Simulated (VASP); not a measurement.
# As (R-3m) in VASP: further runs, part 2 of 2

VASP 6.6.1. The steps go on from the part before.

### 3 Single point, PBE

Input file INCAR:

```
PREC     = Accurate       # precision mode
ENCUT    = 520            # plane-wave cutoff, eV
EDIFF    = 1E-6           # SCF threshold, eV
ISMEAR   = 0              # smearing method
SIGMA    = 0.028999999999999998 # smearing width, eV
LREAL    = False          # projectors in reciprocal space
LASPH    = True           # aspherical terms in the spheres
NELM     = 100            # most SCF steps
ALGO     = Normal         # electronic algorithm
ISIF     = 2              # what is computed and relaxed
LWAVE    = False          # write WAVECAR
LCHARG   = False          # write CHGCAR
GGA      = PE             # functional
NBANDS   = 12             # bands
```

Input file KPOINTS:

```
Automatic mesh
0
Gamma
  9 9 9
```

Input file POSCAR:

```
As
1.0
    1.8807968987      1.0858785957      3.5140619945
   -1.8807968987      1.0858785957      3.5140619945
    0.0000000000     -2.1717571915      3.5140619945
As
2
Direct
    0.2260000000      0.2260000000      0.2260000000
    0.7740000000      0.7740000000      0.7740000000
```

Potentials or basis: VASP PAW PBE potentials, release 64 (As).

On the command line:

```sh
> cat potpaw_PBE.64/As/POTCAR > POTCAR
> mpirun -np 1 vasp_std > vasp.out
```

OUTCAR:

```text
PREC = Accurate
   ENCUT = 520
   EDIFF = 1E-6
   ISMEAR = 0
   LREAL = False
   LASPH = True
   NELM = 100
   ISIF = 2
   GGA = PE

 ion  position               nearest neighbor table
   1  0.226  0.226  0.226-   2 2.51   2 2.51   2 2.51
   2  0.774  0.774  0.774-   1 2.51   1 2.51   1 2.51

  LATTYP: Found a trigonal (rhomboedric) cell.
 ALAT       =     4.1310000000
 COS(alpha) =     0.5854247172

  Lattice vectors:

 A1 = (   1.8807968987,   1.0858785957,   3.5140619945)
[... 537 lines left out ...]
      7      10.8570      0.00000
      8      12.2375      0.00000
      9      12.3325      0.00000
     10      15.9263      0.00000
     11      16.9109      0.00000
     12      18.2620      0.00000

 [... further k-points ...]
[... 5 lines left out ...]
  --------------------------------------------------------------------------------------
  -------------------------------------------------------------------------------------
  Total        1.1460742      1.1460742      0.9829792     -0.0000000     -0.0000000      0.0000000
  in kB       42.6421887     42.6421887     36.5738836     -0.0000000     -0.0000000      0.0000000
  external PRESSURE =      40.6194203 kB  Pullay stress =       0.0000000 kB

 VOLUME and BASIS-vectors are now :
 -----------------------------------------------------------------------------
  energy-cutoff  :      520.00
  volume of cell :       43.06
      direct lattice vectors                 reciprocal lattice vectors
     1.880796899  1.085878596  3.514061995     0.265844760  0.153485544  0.094856987
    -1.880796899  1.085878596  3.514061995    -0.265844760  0.153485544  0.094856987
     0.000000000 -2.171757191  3.514061995     0.000000000 -0.306971087  0.094856987

 POSITION                                       TOTAL-FORCE (eV/Angst)
 -----------------------------------------------------------------------------------
      0.00000     -0.00000      2.38253         0.000000     -0.000000      0.491307
      0.00000     -0.00000      8.15965         0.000000      0.000000     -0.491307
 -----------------------------------------------------------------------------------
    total drift:                               -0.000000     -0.000000      0.000000

  FREE ENERGIE OF THE ION-ELECTRON SYSTEM (eV)
  ---------------------------------------------------
  free  energy   TOTEN  =        -9.3218522832 eV

  energy  without entropy=       -9.3218121777  energy(sigma->0) =       -9.32183223
```

OSZICAR:

```text
N       E                     dE             d eps       ncg     rms          rms(c)
DAV:   1     0.288148887658E+02    0.28815E+02   -0.42248E+03  2048   0.697E+02
DAV:   2    -0.775238238432E+01   -0.36567E+02   -0.34918E+02  2748   0.109E+02
DAV:   3    -0.933258754166E+01   -0.15802E+01   -0.15704E+01  2632   0.236E+01
DAV:   4    -0.934032158949E+01   -0.77340E-02   -0.77336E-02  2244   0.186E+00
DAV:   5    -0.934034097138E+01   -0.19382E-04   -0.19381E-04  2624   0.101E-01    0.341E+00
DAV:   6    -0.932779356306E+01    0.12547E-01   -0.65809E-03  2232   0.480E-01    0.206E+00
DAV:   7    -0.932168593432E+01    0.61076E-02   -0.14310E-02  2360   0.730E-01    0.847E-02
DAV:   8    -0.932180152605E+01   -0.11559E-03   -0.58192E-04  2404   0.144E-01    0.347E-02
DAV:   9    -0.932185163165E+01   -0.50106E-04   -0.68941E-05  2460   0.517E-02    0.143E-02
DAV:  10    -0.932185228318E+01   -0.65153E-06   -0.47271E-06  2392   0.124E-02
   1 F= -.93218523E+01 E0= -.93218322E+01  d E =-.401055E-04
```

stdout:

```text
POSCAR found type information on POSCAR As
 POSCAR found :  1 types and       2 ions
 scaLAPACK will be used
 LDA part: xc-table for (Slater+PW92), standard interpolation
 POSCAR, INCAR and KPOINTS ok, starting setup
 FFT: planning ... GRIDC
 FFT: planning ... GRID_SOFT
 FFT: planning ... GRID
 WAVECAR not read
 entering main loop
```

Wall time 28 s (1 thread of Intel Xeon Platinum 8259CL at 2.50GHz (Skylake/Cascade Lake), shared host); peak memory 0.18 GiB.

What came out:

```
Free energy            : -9.3219 eV
Pressure               : 4.1 GPa
Largest force          : 0.491 eV/Å
Band gap on the k mesh : zero (band 5 reaches 5.50 eV, above the bottom of band 6 at 5.39 eV)
```

Forces on the atoms (eV/Å):
```
As   0.000  0.000  0.491
As   0.000  0.000 -0.491
```

Stress tensor (GPa, compression positive):
```
4.26 0.00 0.00
0.00 4.26 0.00
0.00 0.00 3.66
```

### 4 Single point, PBE

Input file INCAR:

```
SYSTEM = As
PREC = Accurate
ENCUT = 520
EDIFF = 1E-7
ISMEAR = 0
SIGMA = 0.03
LREAL = .False.
LASPH = .True.
NELM = 100
ALGO = Normal
ISIF = 2
LWAVE = .False.
LCHARG = .False.
GGA = PE
NBANDS = 12
```

Input file KPOINTS:

```
Automatic mesh
0
Gamma
  9 9 9
  0 0 0
```

POSCAR is that of step 3.

Potentials or basis: VASP PAW PBE potentials, release 64 (As).

On the command line:

```sh
> cat potpaw_PBE.64/As/POTCAR > POTCAR
> mpirun -np 1 vasp_std > vasp.out
```

OUTCAR:

```text
SYSTEM = As
   PREC = Accurate
   ENCUT = 520
   EDIFF = 1E-7
   ISMEAR = 0
   LREAL = .False.
   LASPH = .True.
   NELM = 100
   ISIF = 2
   GGA = PE

 ion  position               nearest neighbor table
   1  0.226  0.226  0.226-   2 2.51   2 2.51   2 2.51
   2  0.774  0.774  0.774-   1 2.51   1 2.51   1 2.51

  LATTYP: Found a trigonal (rhomboedric) cell.
 ALAT       =     4.1310000000
 COS(alpha) =     0.5854247172

  Lattice vectors:

 A1 = (   1.8807968987,   1.0858785957,   3.5140619945)
 A2 = (  -1.8807968987,   1.0858785957,   3.5140619945)
 A3 = (   0.0000000000,  -2.1717571915,   3.5140619945)

Analysis of symmetry for initial positions (statically):
=====================================================================
 Subroutine PRICEL returns:
 Original cell was already a primitive cell.

 Routine SETGRP: Setting up the symmetry group for a
 trigonal (rhombohedral) supercell.

 Subroutine GETGRP returns: Found 12 space group operations
 (whereof 12 operations were pure point group operations)
 out of a pool of 12 trial point group operations.

The static configuration has the point symmetry D_3d.

Analysis of symmetry for dynamics (positions and initial velocities):
[... 166 lines left out ...]
 k-point     1 :       0.0000    0.0000    0.0000
  band No.  band energies     occupation
      1      -9.6070      2.00000
      2      -0.3214      2.00000
      3       2.9877      2.00000
      4       3.4193      2.00000
      5       3.4193      2.00000
      6       7.0467      0.00000
      7       8.3624      0.00000
      8       8.3624      0.00000
      9      12.3445      0.00000
     10      12.3445      0.00000
     11      12.8693      0.00000
     12      14.2436      0.00000
[... 331 lines left out ...]
 k-point    24 :       0.4444    0.4444   -0.0000
  band No.  band energies     occupation
      1      -7.0233      2.00000
      2      -4.1157      2.00000
      3      -0.3656      2.00000
      4       1.3587      2.00000
      5       1.3753      2.00000
      6       6.9264      0.00000
      7      10.8573      0.00000
      8      12.2380      0.00000
      9      12.3330      0.00000
     10      15.9265      0.00000
     11      16.9116      0.00000
     12      18.2627      0.00000

 [... further k-points ...]
[... 5 lines left out ...]
  --------------------------------------------------------------------------------------
  -------------------------------------------------------------------------------------
  Total        1.1431486      1.1431486      0.9789713     -0.0000000     -0.0000000     -0.0000000
  in kB       42.5333341     42.5333341     36.4247583     -0.0000000     -0.0000000     -0.0000000
  external PRESSURE =      40.4971422 kB  Pullay stress =       0.0000000 kB

 VOLUME and BASIS-vectors are now :
 -----------------------------------------------------------------------------
  energy-cutoff  :      520.00
  volume of cell :       43.06
      direct lattice vectors                 reciprocal lattice vectors
     1.880796899  1.085878596  3.514061995     0.265844760  0.153485544  0.094856987
    -1.880796899  1.085878596  3.514061995    -0.265844760  0.153485544  0.094856987
     0.000000000 -2.171757191  3.514061995     0.000000000 -0.306971087  0.094856987

 POSITION                                       TOTAL-FORCE (eV/Angst)
 -----------------------------------------------------------------------------------
      0.00000     -0.00000      2.38253         0.000000     -0.000000      0.491226
      0.00000     -0.00000      8.15965         0.000000      0.000000     -0.491226
 -----------------------------------------------------------------------------------
    total drift:                                0.000000     -0.000000      0.000000

  FREE ENERGIE OF THE ION-ELECTRON SYSTEM (eV)
  ---------------------------------------------------
  free  energy   TOTEN  =        -9.3218539689 eV

  energy  without entropy=       -9.3218066059  energy(sigma->0) =       -9.32183029
```

Wall time 33 s (1 thread of Intel Xeon Platinum 8259CL at 2.50GHz (Skylake/Cascade Lake), shared host); peak memory 0.19 GiB.

Results:

| Quantity | Value |
| --- | --- |
| Free energy | -9.3219 eV |
| Pressure | 4.0 GPa |
| Largest force | 0.491 eV/Å |
| Band gap on the k mesh | zero (band 5 reaches 5.50 eV, above the bottom of band 6 at 5.39 eV) |

Forces on the atoms (eV/Å):
```
As   0.000  0.000  0.491
As   0.000  0.000 -0.491
```

Stress tensor (GPa, compression positive):
```
4.25 0.00 0.00
0.00 4.25 0.00
0.00 0.00 3.64
```

Levels at points of the mesh, in eV from the Fermi level:
```csv
k point,band 2,band 3,band 4,band 5,band 6,band 7,band 8,band 9
"(0.00, 0.00, 0.00)",-5.78,-2.47,-2.04,-2.04,1.59,2.90,2.90,6.89
```

### 5 Summary

```csv
level,cell,smearing,gap on the mesh (eV),pressure (GPa),largest force (eV/Å)
BLYP+D3(BJ),"a = 4.081 Å, angles 55.5°, 2 atoms",fermi-dirac 0.05 eV,0.10,0.5,0.07
PBE,"a = 4.131 Å, angles 54.2°, 2 atoms",gaussian 0.029 eV,none,4.1,0.49
PBE,"a = 4.131 Å, angles 54.2°, 2 atoms",gaussian 0.03 eV,none,4.0,0.49
```

Alike in all rows: task single point; potentials or basis VASP PAW PBE potentials, release 64 (As); no spin polarisation; k mesh 9 × 9 × 9; cutoff (eV) 520.

Caveats: the PAW data sets were made with another functional, which shifts forces and pressure a little (some runs).

Total energies depend on the potentials used, so only differences within one code and one set of settings carry meaning.
